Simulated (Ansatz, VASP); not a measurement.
# Se in VASP and in Ansatz

```
CELL_PARAMETERS angstrom
3.88299 0.00000 0.00000
-1.94150 3.36277 0.00000
0.00000 0.00000 5.62840
ATOMIC_POSITIONS crystal
Se 0.18589 0.00000 0.33333
Se 0.00000 0.18589 0.66667
Se 0.81411 0.81411 0.00000
```

Alike in both runs: task single point; functional PBE; dispersion D3(BJ); k mesh 9 × 9 × 8; occupations gaussian, width 0.05 eV; no spin polarisation.

```csv
,VASP,Ansatz
version,VASP 6.6.1,Ansatz 0.2.0
potentials or method,"VASP PAW PBE potentials, release 64 (Se), cutoff 520 eV","scalar-relativistic, plane waves, PAW"
valence electrons in the cell,18,48
```

Ansatz gave:

```
gap on the k mesh at the Fermi level (eV)                     : none
pressure (GPa)                                                : 9.9
traceless stress, the component that is largest in VASP (GPa) : 5.76
rms of the force components (eV/Å)                            : 1.693
```

Q: Which values does VASP return?

A: gap on the k mesh at the Fermi level (eV): none; pressure (GPa): 10.2; traceless stress, the component that is largest in VASP (GPa): 6.03; rms of the force components (eV/Å): 1.715.

Atom by atom the forces differ by 0.022 eV/Å (rms over components). A gap of «none» marks a metal or a gap that the smearing closes. VASP's potentials hold 18 valence electrons a cell and Ansatz's 48, so a difference there can come from the potentials and not from the codes.
